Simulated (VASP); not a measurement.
Crystal: CoO.

```xyz
2
Lattice="1.5055 0.8692 2.4399 -1.5055 0.8692 2.4399 0.0000 -1.7384 2.4399" Properties=species:S:1:pos:R:3 pbc="T T T"
Co    0.0000    0.0000    0.0000
O     0.0000    0.0000    3.6599
```

Program: VASP 6.6.1. Alike in all runs: task single point; potentials or basis VASP PAW PBE potentials, release 64 (Co, O); spin collinear, ferromagnetic start; cell as given; cutoff (eV) 520.

**Question.** Order these runs on this cell by their pressure, lowest first.
A. level PBE; fixed moment (μB) 1.5; k mesh 9 × 9 × 9; smearing fermi-dirac 0.05 eV
B. level RPBE+U; U Co d U = 3.0 eV; k mesh 11 × 11 × 11; smearing gaussian 0.02 eV
C. level PBEsol+U; U Co d U = 6.2 eV; k mesh 11 × 11 × 11; smearing fermi-dirac 0.05 eV
D. level BLYP; k mesh 11 × 11 × 11; smearing fermi-dirac 0.05 eV

**Answer.** A (-11.1 GPa), C (-8.5 GPa), D (6.2 GPa), B (7.9 GPa).

Caveats: a cell with one magnetic atom can't hold antiferromagnetic order, which such compounds often take; the PAW data sets were made with another functional, which shifts forces and pressure a little (some runs); the total moment is fixed, so each spin has its own Fermi level (some runs).
